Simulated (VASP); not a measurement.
Write the native input for VASP 6.6.1 that does the following.

```yaml
Task: single point
Functional: PBE
Potentials_or_basis: VASP PAW PBE potentials, release 64 (Si, Ge_d)
Cutoff: 520 eV
k_mesh: 6 × 6 × 4
Occupations: gaussian, width 0.1 eV
Spin: no spin polarisation
Dipole_correction: no
Further_INCAR_settings: ALGO = Normal; EDIFF = 1e-07; NBANDS = 18
```

The structure of Si2Ge lies in POSCAR:

```
Si2Ge
1.0
    2.8609793400      0.0000000000      0.0000000000
   -1.4304896700      2.4776807900      0.0000000000
    0.0000000000      0.0000000000      7.0079395400
Si Ge
2 1
Direct
    0.3333333300      0.6666666700      0.6666666700
    0.6666666700      0.3333333300      0.3333333300
    0.0000000000      0.0000000000      0.0000000000
```

These files were run (other wordings do the same):

INCAR

```
SYSTEM = Si2Ge
PREC = Accurate
ENCUT = 520
EDIFF = 1E-7
ISMEAR = 0
SIGMA = 0.1
LREAL = .FALSE.
LASPH = .TRUE.
NELM = 60
ALGO = Normal
ISIF = 2
LWAVE = .FALSE.
LCHARG = .FALSE.
GGA = PE
NBANDS = 18
```

KPOINTS

```
Automatic mesh
0
G
  6 6 4
  0 0 0
```

Potentials or basis: VASP PAW PBE potentials, release 64 (Si, Ge_d).

Launch:

```bash
$ cat potpaw_PBE.64/Si/POTCAR potpaw_PBE.64/Ge_d/POTCAR > POTCAR
$ mpirun -np 1 vasp_std > vasp.out
```

Results of the run:

| Quantity | Value |
| --- | --- |
| Pressure | -0.5 GPa |
| Largest force | 0.537 eV/Å |
| Band gap on the k mesh | zero (band 11 reaches 16.06 eV, above the bottom of band 12 at 5.70 eV) |

Caveat: the k points lie up to 0.42 Å⁻¹ apart.

It took 22 s on 1 thread of AMD EPYC 7R43 64-Core Processor (Zen 3), with other jobs on the host, peak memory 0.14 GiB.
